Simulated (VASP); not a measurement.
Wanted: the native input for a VASP 6.6.1 run.

```
Task                   : single point
Functional             : LDA
Potentials or basis    : VASP PAW LDA potentials, release 64 (Ti_sv, Ta_pv)
Cutoff                 : 520 eV
k mesh                 : 6 × 6 × 6
Occupations            : fermi-dirac, width 0.1 eV
Spin                   : no spin polarisation
Dipole correction      : no
Further INCAR settings : ALGO = Normal; EDIFF = 1e-06; NBANDS = 32
```

The structure of TaTi3 lies in POSCAR:

```
TaTi3
1.0
    0.0000000000      3.1998454525      3.1998454525
    3.1998454525      0.0000000000      3.1998454525
    3.1998454525      3.1998454525      0.0000000000
Ti Ta
3 1
Direct
    0.2500000000      0.2500000000      0.2500000000
    0.7500000000      0.7500000000      0.7500000000
    0.5000000000      0.5000000000      0.5000000000
    0.0000000000      0.0000000000      0.0000000000
```

The input as run:

INCAR

```
SYSTEM = TaTi3
  ALGO = Normal
  EDIFF = 1E-6
  ENCUT = 520
  ISIF = 2
  ISMEAR = -1
  LASPH = .TRUE.
  LCHARG = .FALSE.
  LREAL = .FALSE.
  LWAVE = .FALSE.
  NBANDS = 32
  NELM = 80
  PREC = Accurate
  SIGMA = 0.1
```

KPOINTS

```
k-points
0
G
  6 6 6
  0 0 0
```

Potentials or basis: VASP PAW LDA potentials, release 64 (Ti_sv, Ta_pv).

The run is started by

```sh
$ cat potpaw_LDA.64/Ti_sv/POTCAR potpaw_LDA.64/Ta_pv/POTCAR > POTCAR
$ mpirun -np 1 vasp_std > vasp.out
```

It gave:

- Pressure: -1.9 GPa

It took 22 s on 1 thread of Intel(R) Xeon(R) 6975P-C (Granite Rapids) (shared host), peak memory 0.18 GiB.
